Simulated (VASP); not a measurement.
# Si6Cl in VASP: notebook, part 2 of 2

VASP 6.6.1. Earlier steps stand in the parts before.

### Step 4. Single point, PBE+D3(BJ)

This run uses another cell than the first one.

INCAR

```
SYSTEM = Si6Cl
PREC = Accurate ; ENCUT = 520
EDIFF = 1E-6 ; ISMEAR = 0
SIGMA = 0.05 ; LREAL = Auto
LASPH = .TRUE. ; NELM = 80
ALGO = Normal ; ISIF = 2
LWAVE = .FALSE. ; LCHARG = .FALSE.
LDIPOL = .TRUE. ; IDIPOL = 3
DIPOL = 0.5 0.5 0.451 ; GGA = PE
IVDW = 12 ; NBANDS = 82
```

KPOINTS

```
regular mesh
0
G
  2 2 1
  0 0 0
```

POSCAR

```
Si6Cl
1.0
    7.6671877233      0.0000000000      0.0000000000
    0.0000000000      7.6671877233      0.0000000000
    0.0000000000      0.0000000000     27.7482963703
Si Cl
24 4
Direct
    0.4065111020      0.2500000000      0.3577516928
    0.4065111020      0.7500000000      0.3577516928
    0.0934888980      0.2500000000      0.3577516928
    0.0934888980      0.7500000000      0.3577516928
    0.5000000000      0.5000000000      0.4065972180
    0.5000000000      0.0000000000      0.4065972180
    0.0000000000      0.5000000000      0.4065972180
    0.0000000000      0.0000000000      0.4065972180
    0.7502155182      0.4998214363      0.4511786385
    0.7495788089     -0.0002145730      0.4517731321
    0.2507710800      0.4998988936      0.4581675354
    0.2496933137     -0.0000990935      0.4595828911
    0.7546955302      0.7484139020      0.4990746094
    0.7545844032      0.2511783073      0.4990493352
    0.2473772808      0.7466860788      0.5088357834
    0.2473681162      0.2530792784      0.5088366710
   -0.0131443368      0.7339203485      0.5539882419
   -0.0132474328      0.2658841433      0.5539394355
    0.5116287561      0.7467096804      0.5525721610
    0.5116408494      0.2530539064      0.5525886761
    0.9169640370     -0.0000437134      0.5896622384
    0.9348031268      0.4998378944      0.6077613140
    0.6073837432     -0.0001393791      0.5892769819
    0.6448330510      0.4999000647      0.5837789099
    0.5027235466      0.2485810924      0.2883090012
    0.5027099325      0.7511536384      0.2883059878
   -0.0029400996      0.2491237214      0.2883243089
   -0.0029603620      0.7506927236      0.2883260462
```

Potentials or basis: VASP PAW PBE potentials, release 64 (Si, Cl).

The run is started by

```console
cat potpaw_PBE.64/Si/POTCAR potpaw_PBE.64/Cl/POTCAR > POTCAR
mpirun -np 1 vasp_std > vasp.out
```

OUTCAR:

```text
SYSTEM = Si6Cl
   PREC = Accurate
   ENCUT = 520
   EDIFF = 1E-6
   ISMEAR = 0
   LREAL = Auto
   LASPH = .TRUE.
   NELM = 80
   ISIF = 2
   GGA = PE
   IVDW = 12
 IVDW          = 12

 ion  position               nearest neighbor table
   1  0.407  0.250  0.358-  25 2.06   3 2.40   6 2.45   5 2.45
   2  0.407  0.750  0.358-  26 2.06   4 2.40   6 2.45   5 2.45
   3  0.093  0.250  0.358-  27 2.06   1 2.40   8 2.45   7 2.45
   4  0.093  0.750  0.358-  28 2.06   2 2.40   8 2.45   7 2.45
   5  0.500  0.500  0.407-   9 2.28  11 2.39   1 2.45   2 2.45
   6  0.500  0.000  0.407-  10 2.29  12 2.42   1 2.45   2 2.45
[... 571 lines left out ...]
  Total      -7.34928     0.78947    -6.42836     0.00026     0.00212    -0.05223
  in kB      -7.21850     0.77542    -6.31396     0.00025     0.00208    -0.05130
  external pressure =       -4.25 kB  Pullay stress =        0.00 kB

 VOLUME and BASIS-vectors are now :
 -----------------------------------------------------------------------------
  energy-cutoff  :      520.00
  volume of cell :     1631.20
      direct lattice vectors                 reciprocal lattice vectors
     7.667187723  0.000000000  0.000000000     0.130425918  0.000000000  0.000000000
     0.000000000  7.667187723  0.000000000     0.000000000  0.130425918  0.000000000
     0.000000000  0.000000000 27.748296370     0.000000000  0.000000000  0.036038248

 POSITION                                       TOTAL-FORCE (eV/Angst)
 -----------------------------------------------------------------------------------
      3.11680      1.91680      9.92700         0.535771      0.008659      1.052753
      3.11680      5.75039      9.92700         0.535734     -0.008746      1.052323
      0.71680      1.91680      9.92700        -0.531064      0.008884      1.043530
      0.71680      5.75039      9.92700        -0.530679     -0.008374      1.043538
      3.83359      3.83359     11.28238        -1.431029     -0.000181     -1.215008
      3.83359      0.00000     11.28238        -1.554643     -0.001897     -0.996114
[... 20 lines left out ...]
      7.64465      1.91008      8.00051         0.019523      0.001471      0.045092
      7.64449      5.75570      8.00056         0.019771     -0.001084      0.045144
 -----------------------------------------------------------------------------------
    total drift:                                0.003626      0.001208      0.020702

  FREE ENERGIE OF THE ION-ELECTRON SYSTEM (eV)
  ---------------------------------------------------
  free  energy   TOTEN  =      -143.2303867488 eV

  energy  without entropy=     -143.2113990232  energy(sigma->0) =     -143.22089289

 vacuum level on the upper side and lower side of the slab         3.248         3.924
```

stdout:

```text
POSCAR found type information on POSCAR SiCl
 POSCAR found :  2 types and      28 ions
 scaLAPACK will be used
 LDA part: xc-table for (Slater+PW92), standard interpolation
 POSCAR, INCAR and KPOINTS ok, starting setup
 FFT: planning ... GRIDC
 FFT: planning ... GRID_SOFT
 FFT: planning ... GRID
 WAVECAR not read
 entering main loop
```

It took 24 min on 1 thread of Intel Xeon Platinum 8259CL at 2.50GHz (Skylake/Cascade Lake), shared host; peak memory 1.5 GiB.

Results:

```
Free energy                : -143.2304 eV
Largest force              : 1.928 eV/Å
Band gap on the k mesh     : zero (filled and empty bands overlap)
Dispersion energy per atom : -0.238 eV
```

Forces in eV/Å, atoms in the order of the input:
```
Si   0.536  0.009  1.053
Si   0.536 -0.009  1.052
Si  -0.531  0.009  1.044
Si  -0.531 -0.008  1.044
Si  -1.431  0.000 -1.215
Si  -1.555 -0.002 -0.996
Si   1.493 -0.001 -1.220
Si   1.526 -0.001 -1.014
Si  -0.022  0.001 -0.174
Si   0.007  0.002  0.038
Si  -0.003 -0.001  0.071
Si   0.005  0.000  0.004
Si  -0.037  0.154  0.075
Si  -0.035 -0.154  0.077
Si   0.005  0.023  0.039
Si   0.007 -0.021  0.039
Si   0.116  0.071  0.052
Si   0.119 -0.069  0.056
Si  -0.072  0.121  0.011
Si  -0.075 -0.121  0.008
Si  -0.998 -0.004 -0.170
Si   0.095  0.000  0.052
Si   1.013  0.001 -0.053
Si  -0.168  0.000 -0.055
Cl  -0.019  0.004  0.046
Cl  -0.019 -0.004  0.047
Cl   0.020  0.001  0.045
Cl   0.020 -0.001  0.045
```

Levels at points of the mesh, in eV from the Fermi level:
| k point | band 58 | band 59 | band 60 | band 61 | band 62 | band 63 | band 64 | band 65 | band 66 | band 67 |
| --- | --- | --- | --- | --- | --- | --- | --- | --- | --- | --- |
| (0.00, 0.00, 0.00) | -1.02 | -0.96 | -0.49 | -0.27 | -0.23 | -0.01 | 0.52 | 0.88 | 0.99 | 1.09 |
| (0.50, 0.00, 0.00) | -1.08 | -0.88 | -0.36 | -0.26 | -0.03 | 0.09 | 0.65 | 1.30 | 1.34 | 1.66 |
| (0.00, 0.50, 0.00) | -1.29 | -1.10 | -1.08 | -0.71 | -0.13 | 0.48 | 0.61 | 1.45 | 1.62 | 1.76 |
| (0.50, 0.50, 0.00) | -1.43 | -1.35 | -1.31 | -0.54 | -0.01 | 0.67 | 0.79 | 1.50 | 1.51 | 1.87 |

Caveat: the k points lie up to 0.41 Å⁻¹ apart.
